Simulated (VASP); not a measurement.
ZnAg3, 4 atoms in the cell. The structure is cubic, space group Pm-3m (No. 221). The conventional cell has a = 4.041 Å, b = 4.041 Å, c = 4.041 Å, α = 90.00°, β = 90.00°, γ = 90.00°. Within 3.8 Å of Zn (site symmetry m-3m) lie 12 Ag at 2.86 Å. Ag (site symmetry 4/mmm) has 4 Zn at 2.86 Å and 8 Ag at 2.86 Å within 3.8 Å. 

| Property | Result |
| --- | --- |
| Program | VASP 6.6.1 |
| Task | relaxation of cell and atoms |
| Functional | r2SCAN |
| Potentials or basis | VASP PAW PBE potentials, release 64 (Zn, Ag) |
| Cutoff | 600 eV |
| k mesh | 5 × 5 × 5 |
| Occupations | methfessel-paxton, width 0.1 eV |
| Spin | no spin polarisation |
| Dipole correction | no |
| Further INCAR settings | ALGO = Normal; EDIFF = 1e-06; IBRION = 2; EDIFFG = -0.02; NSW = 60; ISIF = 3 |

Potentials or basis: VASP PAW PBE potentials, release 64 (Zn, Ag).

The run is started by

```bash
$ cat potpaw_PBE.64/Zn/POTCAR potpaw_PBE.64/Ag/POTCAR > POTCAR
$ cp INCAR.step1 INCAR
$ mpirun -np 1 vasp_std > vasp.out
$ cp INCAR.step2 INCAR
$ mpirun -np 1 vasp_std > vasp.out
```

Hardware: 1 thread of Intel Xeon 8259CL (shared host).

Task: Estimate the wall time of this run.

Result: Run time: 2.5 min on 1 thread of Intel Xeon 8259CL, with other jobs on the host, peak memory 0.2 GiB. Counts: k points 10, ion steps 3.
